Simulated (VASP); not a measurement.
Input of a VASP 6.6.1 run:

The input INCAR:

```
ALGO = Normal
EDIFF = 1E-6
ENCUT = 520
GGA = PS
ISIF = 2
ISMEAR = -1
LASPH = True
LCHARG = False
LREAL = False
LWAVE = False
NBANDS = 11
NELM = 80
PREC = Accurate
SIGMA = 0.05
```

The input KPOINTS:

```
k-points
0
Gamma
  19 19 19
```

The input POSCAR:

```
Pd
1.0
    0.0000000000      1.8573644759      1.8573644759
    1.8573644759      0.0000000000      1.8573644759
    1.8573644759      1.8573644759      0.0000000000
Pd
1
Direct
    0.0000000000      0.0000000000      0.0000000000
```

Potentials or basis: VASP PAW PBE potentials, release 64 (Pd).

Launch:

```bash
$ cat potpaw_PBE.64/Pd/POTCAR > POTCAR
$ mpirun -np 1 vasp_std > vasp.out
```

Task: What does it give for the band gap on the k mesh?

Result: Zero (band 5 reaches 12.58 eV, above the bottom of band 6 at 10.59 eV).

Task: What does it give for the pressure?

Result: 36.2 GPa.

Caveat: the PAW data sets were made with another functional, which shifts forces and pressure a little.
